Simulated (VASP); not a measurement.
Write the native input for VASP 6.6.1 that does the following.

| Property | Result |
| --- | --- |
| Task | single point |
| Functional | PBE |
| Potentials or basis | VASP PAW PBE potentials, release 64 (Sb, Pt) |
| Cutoff | 520 eV |
| k mesh | 6 × 6 × 4 |
| Occupations | gaussian, width 0.2 eV |
| Spin | no spin polarisation |
| Dipole correction | no |
| Further INCAR settings | ALGO = Normal; EDIFF = 1e-07; NBANDS = 17 |

The structure of Sb2Pt lies in POSCAR:

```
Sb2Pt
1.0
    3.9945291099      0.0000000000      0.0000000000
   -1.9972645549      3.4593636853      0.0000000000
    0.0000000000      0.0000000000      5.3147921787
Sb Pt
2 1
Direct
    0.6666666667      0.3333333333      0.7315038688
    0.3333333333      0.6666666667      0.2684961312
    0.0000000000      0.0000000000      0.0000000000
```

The cell was generated, and may not be a known phase.

One way to write it, as run:

INCAR

```
SYSTEM = Sb2Pt
PREC = Accurate
ENCUT = 520
EDIFF = 1E-7
ISMEAR = 0
SIGMA = 0.2
LREAL = .False.
LASPH = .True.
NELM = 60
ALGO = Normal
ISIF = 2
LWAVE = .False.
LCHARG = .True.
GGA = PE
LELF = .True.
LVHAR = .True.
NBANDS = 17
```

KPOINTS

```
regular mesh
0
Gamma
  6 6 4
  0 0 0
```

Potentials or basis: VASP PAW PBE potentials, release 64 (Sb, Pt).

The run is started by

```bash
$ cat potpaw_PBE.64/Sb/POTCAR potpaw_PBE.64/Pt/POTCAR > POTCAR
$ mpirun -np 1 vasp_std > vasp.out
```

Results of the run:

The pressure is -0.3 GPa and the largest force is 0.028 eV/Å. The band gap on the k mesh is zero (bands 10 and 11 overlap by 3.56 eV).

Caveat: spin-orbit coupling is left out, which moves the levels of the heavy elements.

It took 16 s on 1 thread of Intel(R) Xeon(R) 6975P-C (Granite Rapids), on a shared host, peak memory 0.19 GiB.
